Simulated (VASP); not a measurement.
# V (I4_1/amd) in VASP: single point with PBE

Aim: the single point of V with PBE.

All numbers are computed with VASP 6.6.1; they aren't measurements. Logs are shortened: lines on timing, memory, paths and dates and some standing lists are left out, and cuts for length are marked.

**1. The cell of the first run**

Symmetry: I4_1/amd, No. 141, tetragonal system. The conventional cell has a = 4.516 Å, b = 4.516 Å, c = 2.526 Å, α = 90.00°, β = 90.00°, γ = 90.00°. Within 3.1 Å of V (site symmetry -4m2) lie 10 V at 2.34 to 2.95 Å.

**2. Single point, PBE**

File INCAR:

```
ALGO = Normal
EDIFF = 1E-6
ENCUT = 520
GGA = PE
ISIF = 2
ISMEAR = -1
LASPH = True
LCHARG = False
LREAL = False
LWAVE = False
NBANDS = 20
NELM = 60
PREC = Accurate
SIGMA = 0.05
```

File KPOINTS:

```
k-points
0
Gamma
  17 17 17
```

File POSCAR:

```
V
1.0
   -2.2579993125      2.2579993125      1.2627695485
    2.2579993125     -2.2579993125      1.2627695485
    2.2579993125      2.2579993125     -1.2627695485
V
2
Direct
   -0.3750000000     -0.1250000000     -0.2500000000
    0.3750000000      0.1250000000      0.2500000000
```

Potentials or basis: VASP PAW PBE potentials, release 64 (V_sv).

Launch:

```bash
> cat potpaw_PBE.64/V_sv/POTCAR > POTCAR
> mpirun -np 1 vasp_std > vasp.out
```

OUTCAR:

```text
EDIFF = 1E-6
   ENCUT = 520
   GGA = PE
   ISIF = 2
   ISMEAR = -1
   LASPH = True
   LREAL = False
   NELM = 60
   PREC = Accurate

 ion  position               nearest neighbor table
   1  0.625  0.875  0.750-   2 2.34   2 2.34   2 2.34   2 2.34
   2  0.375  0.125  0.250-   1 2.34   1 2.34   1 2.34   1 2.34

  LATTYP: Found a body centered tetragonal cell.
 ALAT       =     4.5159986250
 C/A-ratio  =     0.5592426630

  Lattice vectors:

 A1 = (  -2.2579993125,   2.2579993125,   1.2627695485)
 A2 = (   2.2579993125,  -2.2579993125,   1.2627695485)
 A3 = (   2.2579993125,   2.2579993125,  -1.2627695485)

Analysis of symmetry for initial positions (statically):
=====================================================================
 Subroutine PRICEL returns:
 Original cell was already a primitive cell.

 Routine SETGRP: Setting up the symmetry group for a
 body centered tetragonal supercell.

 Subroutine GETGRP returns: Found 16 space group operations
 (whereof  4 operations were pure point group operations)
 out of a pool of 16 trial point group operations.

The static configuration has the point symmetry C_2h.
 The point group associated with its full space group is D_4h.

Analysis of symmetry for dynamics (positions and initial velocities):
=====================================================================
 Subroutine PRICEL returns:
 Original cell was already a primitive cell.

 Routine SETGRP: Setting up the symmetry group for a
 body centered tetragonal supercell.

 Subroutine GETGRP returns: Found 16 space group operations
 (whereof  4 operations were pure point group operations)
 out of a pool of 16 trial point group operations.

The dynamic configuration has the point symmetry C_2h.
 The point group associated with its full space group is D_4h.

 Subroutine INISYM returns: Found 16 space group operations
 (whereof  4 operations are pure point group operations),
 and found     1 'primitive' translations

----------------------------------------------------------------------------------------

                                     Primitive cell

  volume of cell :      25.7532

  direct lattice vectors                    reciprocal lattice vectors
    -2.257999312  2.257999312  1.262769548     0.000000000  0.221434966  0.395955066
     2.257999312 -2.257999312  1.262769548     0.221434966  0.000000000  0.395955066
     2.257999312  2.257999312 -1.262769548     0.221434966  0.221434966  0.000000000

  length of vectors
     3.433905753  3.433905753  3.433905753     0.453667123  0.453667123  0.313156331

  position of ions in fractional coordinates (direct lattice)
     0.625000000  0.875000000  0.750000000
     0.375000000  0.125000000  0.250000000

  ion indices of the primitive-cell ions
   primitive index   ion index
                 1           1
                 2           2

----------------------------------------------------------------------------------------

 KPOINTS: k-points

Automatic generation of k-mesh.
 Grid dimensions read from file:
 generate k-points for:   17   17   17

 Generating k-lattice:

  Cartesian coordinates                     Fractional coordinates (reciprocal lattice)
     0.000000000  0.013025586  0.023291474     0.058823529  0.000000000 -0.000000000
     0.013025586  0.000000000  0.023291474     0.000000000  0.058823529 -0.000000000
     0.013025586  0.013025586  0.000000000     0.000000000  0.000000000  0.058823529

  Length of vectors
     0.026686301  0.026686301  0.018420961

  Shift w.r.t. Gamma in fractional coordinates (k-lattice)
     0.000000000  0.000000000  0.000000000

 Subroutine IBZKPT returns following result:
 ===========================================

 Found    405 irreducible k-points:

 Following reciprocal coordinates:
            Coordinates               Weight
  0.000000  0.000000  0.000000      1.000000
  0.058824  0.000000  0.000000      8.000000
  0.117647  0.000000 -0.000000      8.000000
  0.176471  0.000000  0.000000      8.000000
  0.235294  0.000000 -0.000000      8.000000
  0.294118  0.000000  0.000000      8.000000
[... 16 lines left out ...]
 -0.176471  0.058824 -0.000000     16.000000
 -0.117647  0.058824  0.000000     16.000000
 [... further k-points ...]
   k-points           NKPTS =    405   k-points in BZ     NKDIM =    405   number of bands    NBANDS=     20
   number of dos      NEDOS =    301   number of ions     NIONS =      2
   total plane-waves  NPLWV =  21952
   dimension x,y,z NGX =    28 NGY =   28 NGZ =   28
   dimension x,y,z NGXF=    56 NGYF=   56 NGZF=   56
   ions per type =               2
   NGX,Y,Z   is equivalent  to a cutoff of  13.56, 13.56, 13.56 a.u.
   NGXF,Y,Z  is equivalent  to a cutoff of  27.11, 27.11, 27.11 a.u.
 SYSTEM =  unknown system
   PREC   = accura    normal or accurate (medium, high low for compatibility)
   ISTART =      0    job   : 0-new  1-cont  2-samecut
   ICHARG =      2    charge: 1-file 2-atom 10-const
   ISPIN  =      1    spin polarized calculation?
   LNONCOLLINEAR =      F non collinear calculations
   LSORBIT =      F    spin-orbit coupling
   LASPH  =      T    aspherical Exc in radial PAW
   ENCUT  =  520.0 eV  38.22 Ry    6.18 a.u.   6.38  6.38  6.38*2*pi/ulx,y,z
   NELM   =     60;   NELMIN=  2; NELMDL= -5     # of ELM steps
   EDIFF  = 0.1E-05   stopping-criterion for ELM
   LREAL  =      F    real-space projection
   EDIFFG = 0.1E-04   stopping-criterion for IOM
   NSW    =      0    number of steps for IOM
   IBRION =     -1    ionic relax: 0-MD 1-quasi-New 2-CG
   NFREE  =      0    steps in history (QN), initial steepest desc. (CG)
   ISIF   =      2    stress and relaxation
   ISYM   =      2    0-nonsym 1-usesym 2-fastsym
   POTIM  = 0.5000    time-step for ionic-motion
   TEBEG  =    0.0;   TEEND  =   0.0 temperature during run
   PSTRESS=    0.0 pullay stress
   NELECT =      26.0000    total number of electrons
   NUPDOWN=      -1.0000    fix difference up-down
   EMIN   =  10.00;   EMAX   =-10.00  energy-range for DOS
   EFERMI =   0.00;   METHOD = LEGACY
   ISMEAR =    -1;   SIGMA  =   0.05  broadening in eV -4-tet -1-fermi 0-gaus
   EFERMI_NEDOS =   21; number of points for ismear=-14 and -15
   IALGO  =     38    algorithm
   IMIX   =      4    mixing-type and parameters
     AMIX     =   0.40;   BMIX     =  1.00
     AMIX_MAG =   1.60;   BMIX_MAG =  1.00
  volume/ion in A,a.u.               =      12.88        86.90
  Fermi-wavevector in a.u.,A,eV,Ry     =   1.642311  3.103518 36.697432  2.697185
  Thomas-Fermi vector in A             =   2.732635
   LORBIT       =      0    0 simple, 1 ext, 2 COOP (PROOUT), +10 PAW based schemes
   GGA     = PE    functional components
   LHFCALC =     F    Hartree Fock is set to
   AEXX    =    0.0000 exact exchange contribution
   IVDW    =     0    specifies the selected vdW correction
   LEPSILON=     F    determine dielectric tensor
   LRPA    =     F    only Hartree local field effects (RPA)
 non-spin polarized calculation
  energy-cutoff  :      520.00
  volume of cell :       25.75
 maximum number of plane-waves:       713
 NGX is ok and might be reduce to    28
   NGX = 13   NGY = 13   NGZ = 13

 number of electron      26.0000004 magnetization

 Free energy of the ion-electron system (eV)
  ---------------------------------------------------
  ext. energy  EPLUGINS =         0.00000000
  ---------------------------------------------------
  free energy    TOTEN  =       -16.94602077 eV

  energy without entropy =      -16.92809584  energy(sigma->0) =      -16.93705830

 E-fermi :  10.6536     XC(G=0): -13.0740

 val. band max:       10.6533000359   @ k =   0.3529   0.3529   0.0588
 cond. band min:      10.6623930656   @ k =   0.4118   0.1176  -0.0000
 fundamental gap:      0.0090930297
 Fermi energy:        10.6535800693

 k-point     1 :       0.0000    0.0000    0.0000
  band No.  band energies     occupation
      1     -53.3742      2.00000
      2     -52.8402      2.00000
      3     -27.6023      2.00000
      4     -27.6023      2.00000
      5     -26.5354      2.00000
      6     -26.5174      2.00000
[... 12 lines left out ...]
     19      15.4350      0.00000
     20      18.5635      0.00000

 k-point     2 :       0.0588    0.0000    0.0000
  band No.  band energies     occupation
      1     -53.3663      2.00000
      2     -52.8403      2.00000
      3     -27.6001      2.00000
      4     -27.5878      2.00000
      5     -26.5660      2.00000
      6     -26.5472      2.00000
[... 12 lines left out ...]
     19      15.3233      0.00000
     20      18.7805      0.00000

 k-point     3 :       0.1176    0.0000   -0.0000
  band No.  band energies     occupation
      1     -53.3434      2.00000
      2     -52.8408      2.00000
      3     -27.5939      2.00000
      4     -27.5466      2.00000
      5     -26.6528      2.00000
      6     -26.6285      2.00000
[... 12 lines left out ...]
     19      15.1406      0.00000
     20      19.3284      0.00000

 k-point     4 :       0.1765    0.0000    0.0000
  band No.  band energies     occupation
      1     -53.3078      2.00000
      2     -52.8422      2.00000
      3     -27.5843      2.00000
      4     -27.4865      2.00000
      5     -26.7869      2.00000
      6     -26.7385      2.00000
[... 12 lines left out ...]
     19      15.0182      0.00000
     20      19.9818      0.00000

 k-point     5 :       0.2353    0.0000   -0.0000
  band No.  band energies     occupation
      1     -53.2633      2.00000
      2     -52.8454      2.00000
      3     -27.5725      2.00000
      4     -27.4230      2.00000
      5     -26.9459      2.00000
      6     -26.8549      2.00000
[... 12 lines left out ...]
     19      14.9239      0.00000
     20      20.5215      0.00000

 k-point     6 :       0.2941    0.0000    0.0000
  band No.  band energies     occupation
      1     -53.2147      2.00000
      2     -52.8510      2.00000
      3     -27.5602      2.00000
      4     -27.3859      2.00000
      5     -27.1004      2.00000
      6     -26.9450      2.00000
[... 12 lines left out ...]
     19      14.8121      0.00000
     20      20.8157      0.00000

 k-point     7 :       0.3529    0.0000   -0.0000
  band No.  band energies     occupation
      1     -53.1677      2.00000
      2     -52.8590      2.00000
      3     -27.5488      2.00000
      4     -27.4116      2.00000
      5     -27.2235      2.00000
      6     -26.9684      2.00000
[... 12 lines left out ...]
     19      14.6707      0.00000
     20      20.8618      0.00000
[... 277 lines left out ...]
 k-point    20 :      -0.3529    0.0588    0.0000
  band No.  band energies     occupation
      1     -53.1958      2.00000
      2     -52.8695      2.00000
      3     -27.5662      2.00000
      4     -27.3386      2.00000
      5     -27.1314      2.00000
      6     -26.9012      2.00000
[... 12 lines left out ...]
     19      14.6720      0.00000
     20      19.8369      0.00000

 k-point    21 :      -0.2941    0.0588    0.0000
  band No.  band energies     occupation
      1     -53.2450      2.00000
      2     -52.8634      2.00000
      3     -27.5774      2.00000
      4     -27.3618      2.00000
      5     -26.9818      2.00000
      6     -26.8346      2.00000
[... 12 lines left out ...]
     19      14.7905      0.00000
     20      19.5987      0.00000

 k-point    22 :      -0.2353    0.0588   -0.0000
  band No.  band energies     occupation
      1     -53.2917      2.00000
      2     -52.8582      2.00000
      3     -27.5872      2.00000
      4     -27.4284      2.00000
      5     -26.8233      2.00000
      6     -26.7295      2.00000
[... 12 lines left out ...]
     19      14.8552      0.00000
     20      19.2004      0.00000

 k-point    23 :      -0.1765    0.0588   -0.0000
  band No.  band energies     occupation
      1     -53.3304      2.00000
      2     -52.8536      2.00000
      3     -27.5939      2.00000
      4     -27.5009      2.00000
      5     -26.6858      2.00000
      6     -26.6241      2.00000
[... 12 lines left out ...]
     19      14.8982      0.00000
     20      18.7189      0.00000

 k-point    24 :      -0.1176    0.0588    0.0000
  band No.  band energies     occupation
      1     -53.3573      2.00000
      2     -52.8492      2.00000
      3     -27.5963      2.00000
      4     -27.5596      2.00000
      5     -26.5904      2.00000
      6     -26.5452      2.00000
[... 12 lines left out ...]
     19      15.0188      0.00000
     20      18.3437      0.00000

 [... further k-points ...]
[... 5 lines left out ...]
  --------------------------------------------------------------------------------------
  -------------------------------------------------------------------------------------
  Total        2.5339585      2.5339585      2.4826764      0.0000000     -0.0000000     -0.0000000
  in kB      157.6443382    157.6443382    154.4539416      0.0000000     -0.0000000     -0.0000000
  external PRESSURE =     156.5808727 kB  Pullay stress =       0.0000000 kB

 VOLUME and BASIS-vectors are now :
 -----------------------------------------------------------------------------
  energy-cutoff  :      520.00
  volume of cell :       25.75
      direct lattice vectors                 reciprocal lattice vectors
    -2.257999312  2.257999312  1.262769548     0.000000000  0.221434966  0.395955066
     2.257999312 -2.257999312  1.262769548     0.221434966  0.000000000  0.395955066
     2.257999312  2.257999312 -1.262769548     0.221434966  0.221434966  0.000000000

 POSITION                                       TOTAL-FORCE (eV/Angst)
 -----------------------------------------------------------------------------------
      2.25800      1.12900      0.94708         0.000000      0.000000      0.000000
      0.00000      1.12900      0.31569        -0.000000     -0.000000     -0.000000
 -----------------------------------------------------------------------------------
    total drift:                                0.000000      0.000000     -0.000000

  FREE ENERGIE OF THE ION-ELECTRON SYSTEM (eV)
  ---------------------------------------------------
  free  energy   TOTEN  =       -16.9460207660 eV

  energy  without entropy=      -16.9280958351  energy(sigma->0) =      -16.93705830
```

Run time: 75 s. Hardware: 1 thread of Intel Xeon 6975P-C (Granite Rapids), shared host; peak memory 0.28 GiB.

What came out:

```yaml
Free_energy: -16.9460 eV
Pressure: 15.7 GPa
Band_gap_on_the_k_mesh: zero (band 13 reaches 11.10 eV, above the bottom of band 14 at 10.18 eV)
```

Stress tensor (GPa, compression positive):
```
15.76  0.00  0.00
 0.00 15.76  0.00
 0.00  0.00 15.45
```

Levels at points of the mesh, in eV from the Fermi level:
```tsv
k point	band 10	band 11	band 12	band 13	band 14	band 15	band 16	band 17
(0.00, 0.00, 0.00)	-4.19	-2.11	-1.51	-0.79	1.94	1.94	2.00	2.00
```
